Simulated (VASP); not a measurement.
# MgO (R-3m) in VASP: a series of runs

The runs below take MgO through single point, with PBE.

Everything below comes from runs of VASP 6.6.1. Logs are shortened: lines on timing, memory, paths and dates and some standing lists are left out, and cuts for length are marked.

## (1) The cell of the first run

The structure is trigonal, space group R-3m (No. 166). The conventional cell has a = 2.682 Å, b = 2.682 Å, c = 9.264 Å, α = 90.00°, β = 90.00°, γ = 120.00°. Mg (site symmetry -3m) has 6 O at 2.19 Å and 6 Mg at 2.68 Å within 2.9 Å. Within 2.9 Å of O (site symmetry -3m) lie 6 Mg at 2.19 Å and 6 O at 2.68 Å.

## (2) Single point, PBE

INCAR

```
SYSTEM = MgO
PREC     = Accurate       ! precision mode
ENCUT    = 520            ! plane-wave cutoff, eV
EDIFF    = 1E-6           ! SCF threshold, eV
ISMEAR   = 0              ! smearing method
SIGMA    = 0.05           ! smearing width, eV
LREAL    = .FALSE.        ! projectors in reciprocal space
LASPH    = .TRUE.         ! aspherical terms in the spheres
NELM     = 100            ! most SCF steps
ALGO     = Normal         ! electronic algorithm
ISIF     = 2              ! what is computed and relaxed
LWAVE    = .FALSE.        ! write WAVECAR
LCHARG   = .FALSE.        ! write CHGCAR
GGA      = PE             ! functional
NBANDS   = 11             ! bands
```

KPOINTS

```
Automatic mesh
0
G
  10 10 10
  0 0 0
```

POSCAR

```
MgO
1.0
    0.5184473295      2.4152058519      2.4152058519
    2.4152058519      0.5184473295      2.4152058519
    2.4152058519      2.4152058519      0.5184473295
Mg O
1 1
Direct
    0.0000000000      0.0000000000      0.0000000000
    0.5000000000      0.5000000000      0.5000000000
```

Potentials or basis: VASP PAW PBE potentials, release 64 (Mg, O).

Launch:

```sh
$ cat potpaw_PBE.64/Mg/POTCAR potpaw_PBE.64/O/POTCAR > POTCAR
$ mpirun -np 1 vasp_std > vasp.out
```

OUTCAR:

```text
SYSTEM = MgO
   PREC = Accurate
   ENCUT = 520
   EDIFF = 1E-6
   ISMEAR = 0
   LREAL = .FALSE.
   LASPH = .TRUE.
   NELM = 100
   ISIF = 2
   GGA = PE

 ion  position               nearest neighbor table
   1  0.000  0.000  0.000-   2 2.19   2 2.19   2 2.19   2 2.19   2 2.19   2 2.19
   2  0.500  0.500  0.500-   1 2.19   1 2.19   1 2.19   1 2.19   1 2.19   1 2.19

  LATTYP: Found a trigonal (rhomboedric) cell.
 ALAT       =     3.4547396787
 COS(alpha) =     0.6985651702

  Lattice vectors:

 A1 = (   0.5184473295,   2.4152058519,   2.4152058519)
 A2 = (   2.4152058519,   0.5184473295,   2.4152058519)
 A3 = (   2.4152058519,   2.4152058519,   0.5184473295)

Analysis of symmetry for initial positions (statically):
=====================================================================
 Subroutine PRICEL returns:
 Original cell was already a primitive cell.

 Routine SETGRP: Setting up the symmetry group for a
 trigonal (rhombohedral) supercell.

 Subroutine GETGRP returns: Found 12 space group operations
 (whereof 12 operations were pure point group operations)
 out of a pool of 12 trial point group operations.

The static configuration has the point symmetry D_3d.

Analysis of symmetry for dynamics (positions and initial velocities):
=====================================================================
 Subroutine PRICEL returns:
 Original cell was already a primitive cell.

 Routine SETGRP: Setting up the symmetry group for a
 trigonal (rhombohedral) supercell.

 Subroutine GETGRP returns: Found 12 space group operations
 (whereof 12 operations were pure point group operations)
 out of a pool of 12 trial point group operations.

The dynamic configuration has the point symmetry D_3d.

 Subroutine INISYM returns: Found 12 space group operations
 (whereof 12 operations are pure point group operations),
 and found     1 'primitive' translations

----------------------------------------------------------------------------------------

                                     Primitive cell

  volume of cell :      19.2436

  direct lattice vectors                    reciprocal lattice vectors
     0.518447330  2.415205852  2.415205852    -0.289158240  0.238057000  0.238057000
     2.415205852  0.518447330  2.415205852     0.238057000 -0.289158240  0.238057000
     2.415205852  2.415205852  0.518447330     0.238057000  0.238057000 -0.289158240

  length of vectors
     3.454739679  3.454739679  3.454739679     0.443795852  0.443795852  0.443795852

  position of ions in fractional coordinates (direct lattice)
[... 89 lines left out ...]
   PSTRESS=    0.0 pullay stress
   NELECT =       8.0000    total number of electrons
   NUPDOWN=      -1.0000    fix difference up-down
   EMIN   =  10.00;   EMAX   =-10.00  energy-range for DOS
   EFERMI =   0.00;   METHOD = LEGACY
   ISMEAR =     0;   SIGMA  =   0.05  broadening in eV -4-tet -1-fermi 0-gaus
   EFERMI_NEDOS =   21; number of points for ismear=-14 and -15
   IALGO  =     38    algorithm
   IMIX   =      4    mixing-type and parameters
     AMIX     =   0.40;   BMIX     =  1.00
     AMIX_MAG =   1.60;   BMIX_MAG =  1.00
  volume/ion in A,a.u.               =       9.62        64.93
  Fermi-wavevector in a.u.,A,eV,Ry     =   1.221827  2.308918 20.311613  1.492861
  Thomas-Fermi vector in A             =   2.356996
   LORBIT       =      0    0 simple, 1 ext, 2 COOP (PROOUT), +10 PAW based schemes
   GGA     = PE    functional components
   LHFCALC =     F    Hartree Fock is set to
   AEXX    =    0.0000 exact exchange contribution
   IVDW    =     0    specifies the selected vdW correction
   LEPSILON=     F    determine dielectric tensor
   LRPA    =     F    only Hartree local field effects (RPA)
 non-spin polarized calculation
 Gauss-broadening in eV      SIGMA  =   0.05
  energy-cutoff  :      520.00
  volume of cell :       19.24
 maximum number of plane-waves:       528
 NGX is ok and might be reduce to    28

 number of electron       8.0000000 magnetization

 Free energy of the ion-electron system (eV)
  ---------------------------------------------------
  ext. energy  EPLUGINS =         0.00000000
  ---------------------------------------------------
  free energy    TOTEN  =       -10.17330593 eV

  energy without entropy =      -10.17330592  energy(sigma->0) =      -10.17330592

 E-fermi :   4.9052     XC(G=0): -11.0252

 val. band max:        4.7515675246   @ k =   0.0000   0.0000   0.0000
 cond. band min:       5.0522441692   @ k =   0.0000   0.0000   0.0000
 fundamental gap:      0.3006766446
 Fermi energy:         4.9051843518

 k-point     1 :       0.0000    0.0000    0.0000
  band No.  band energies     occupation
      1     -13.7060      2.00000
      2       1.3123      2.00000
      3       4.7516      1.99999
      4       4.7516      1.99999
      5       5.0522      0.00003
      6      16.7965      0.00000
      7      20.0443      0.00000
      8      21.7939      0.00000
      9      21.7939      0.00000
     10      26.2375      0.00000
     11      26.2375      0.00000
[... 309 lines left out ...]
 k-point    24 :       0.4000    0.3000   -0.0000
  band No.  band energies     occupation
      1     -12.2780      2.00000
      2      -0.0083      2.00000
      3       1.4159      2.00000
      4       3.5011      2.00000
      5       9.6697      0.00000
      6      13.2735      0.00000
      7      16.9892      0.00000
      8      20.8503      0.00000
      9      22.1160      0.00000
     10      23.9122      0.00000
     11      27.1731      0.00000

 [... further k-points ...]

------------------------ aborting loop because EDIFF is reached ----------------------------------------

  FORCE on cell =-STRESS in cart. coord.  units (eV):
  Direction    XX          YY          ZZ          XY          YZ          ZX
  --------------------------------------------------------------------------------------
  -------------------------------------------------------------------------------------
  Total        0.5064413      0.5064413      0.5064413     -5.4917702     -5.4917702     -5.4917702
  in kB       42.1652295     42.1652295     42.1652295   -457.2331363   -457.2331363   -457.2331363
  external PRESSURE =      42.1652295 kB  Pullay stress =       0.0000000 kB

 VOLUME and BASIS-vectors are now :
 -----------------------------------------------------------------------------
  energy-cutoff  :      520.00
  volume of cell :       19.24
      direct lattice vectors                 reciprocal lattice vectors
     0.518447330  2.415205852  2.415205852    -0.289158240  0.238057000  0.238057000
     2.415205852  0.518447330  2.415205852     0.238057000 -0.289158240  0.238057000
     2.415205852  2.415205852  0.518447330     0.238057000  0.238057000 -0.289158240

 POSITION                                       TOTAL-FORCE (eV/Angst)
 -----------------------------------------------------------------------------------
      0.00000      0.00000      0.00000        -0.000000      0.000000     -0.000000
      2.67443      2.67443      2.67443         0.000000     -0.000000      0.000000
 -----------------------------------------------------------------------------------
    total drift:                                0.000000      0.000000      0.000000

  FREE ENERGIE OF THE ION-ELECTRON SYSTEM (eV)
  ---------------------------------------------------
  free  energy   TOTEN  =       -10.1733059270 eV

  energy  without entropy=      -10.1733059169  energy(sigma->0) =      -10.17330592
```

OSZICAR:

```text
N       E                     dE             d eps       ncg     rms          rms(c)
DAV:   1     0.148901007499E+02    0.14890E+02   -0.45839E+03  2896   0.647E+02
DAV:   2    -0.113771826868E+02   -0.26267E+02   -0.25378E+02  2941   0.130E+02
DAV:   3    -0.120180318963E+02   -0.64085E+00   -0.64029E+00  3052   0.179E+01
DAV:   4    -0.120195837513E+02   -0.15519E-02   -0.15518E-02  2740   0.101E+00
DAV:   5    -0.120195887794E+02   -0.50281E-05   -0.50281E-05  2999   0.564E-02    0.736E+00
DAV:   6    -0.102542551037E+02    0.17653E+01   -0.10159E+01  2624   0.167E+01    0.251E+00
DAV:   7    -0.102019101972E+02    0.52345E-01   -0.10335E-01  2833   0.259E+00    0.143E+00
DAV:   8    -0.101740157639E+02    0.27894E-01   -0.75207E-02  2681   0.236E+00    0.268E-01
DAV:   9    -0.101732907180E+02    0.72505E-03   -0.17902E-03  2786   0.327E-01    0.973E-02
DAV:  10    -0.101733083453E+02   -0.17627E-04   -0.21675E-04  2849   0.110E-01    0.107E-02
DAV:  11    -0.101733059539E+02    0.23914E-05   -0.73642E-06  2741   0.159E-02    0.215E-03
DAV:  12    -0.101733059270E+02    0.26827E-07   -0.19782E-07  1595   0.380E-03
   1 F= -.10173306E+02 E0= -.10173306E+02  d E =-.101541E-07
```

Wall time 25 s (1 thread of AMD EPYC 9R14 (Zen 4), shared host); peak memory 0.14 GiB.

Results:

| Property | Result |
| --- | --- |
| Free energy | -10.1733 eV |
| Pressure | 4.2 GPa |
| Band gap on the k mesh | 0.30 eV, direct |

Levels at points of the mesh, in eV from the valence-band top:
```csv
k point,band 1,band 2,band 3,band 4,band 5,band 6,band 7,band 8,band 9
"(0.00, 0.00, 0.00)",-18.46,-3.44,0.00,0.00,0.30,12.04,15.29,17.04,17.04
"(0.50, 0.00, 0.00)",-16.75,-5.41,-3.10,-0.97,3.94,9.39,13.18,15.38,17.42
"(0.50, 0.50, 0.00)",-16.68,-5.23,-3.64,-1.10,5.01,8.49,10.83,17.15,17.63
"(0.50, 0.50, 0.50)",-17.86,-7.36,-0.20,-0.20,6.39,8.70,19.66,19.66,19.74
```

## (3) Single point, PBE

This run uses another cell than the first one, of the same volume but with other edges.

INCAR

```
SYSTEM = MgO
ALGO = Normal
EDIFF = 1E-7
ENCUT = 520
GGA = PE
ISIF = 2
ISMEAR = 0
LASPH = .True.
LCHARG = .False.
LREAL = .False.
LWAVE = .False.
NBANDS = 11
NELM = 100
PREC = Accurate
SIGMA = 0.05
```

KPOINTS

```
k-points
0
Gamma
  10 10 10
  0 0 0
```

POSCAR

```
MgO
1.0
   -0.6724655859      1.8492803612      1.8492803612
    1.8492803612     -0.6724655859      1.8492803612
    1.8492803612      1.8492803612     -0.6724655859
Mg O
1 1
Direct
    0.0000000000      0.0000000000      0.0000000000
    0.5000000000      0.5000000000      0.5000000000
```

Potentials or basis: VASP PAW PBE potentials, release 64 (Mg, O).

Launch:

```sh
$ cat potpaw_PBE.64/Mg/POTCAR potpaw_PBE.64/O/POTCAR > POTCAR
$ mpirun -np 1 vasp_std > vasp.out
```

Wall time 13 s (1 thread of AMD EPYC 9R14 (Zen 4), shared host); peak memory 0.11 GiB.

It converged, with:

| Item | Value |
| --- | --- |
| Free energy | -10.5822 eV |
| Pressure | -2.3 GPa |
| Band gap on the k mesh | 2.42 eV, indirect (least direct gap 2.58 eV) |

Stress tensor (GPa, compression positive):
```
-2.30  8.75  8.75
 8.75 -2.30  8.75
 8.75  8.75 -2.30
```

Levels at points of the mesh, in eV from the valence-band top:
| k point | band 1 | band 2 | band 3 | band 4 | band 5 | band 6 | band 7 | band 8 |
| --- | --- | --- | --- | --- | --- | --- | --- | --- |
| (0.00, 0.00, 0.00) | -17.94 | -1.00 | -1.00 | -0.16 | 2.42 | 10.94 | 10.94 | 18.10 |
| (0.50, 0.00, 0.00) | -16.84 | -5.89 | -0.76 | -0.08 | 6.79 | 9.25 | 15.08 | 15.85 |
| (0.50, 0.50, 0.00) | -16.12 | -4.51 | -3.79 | 0.00 | 5.31 | 11.10 | 12.51 | 13.12 |
| (0.50, 0.50, 0.50) | -15.45 | -3.61 | -2.91 | -2.91 | 5.89 | 8.95 | 8.95 | 15.98 |

 A k mesh can miss the band edges.
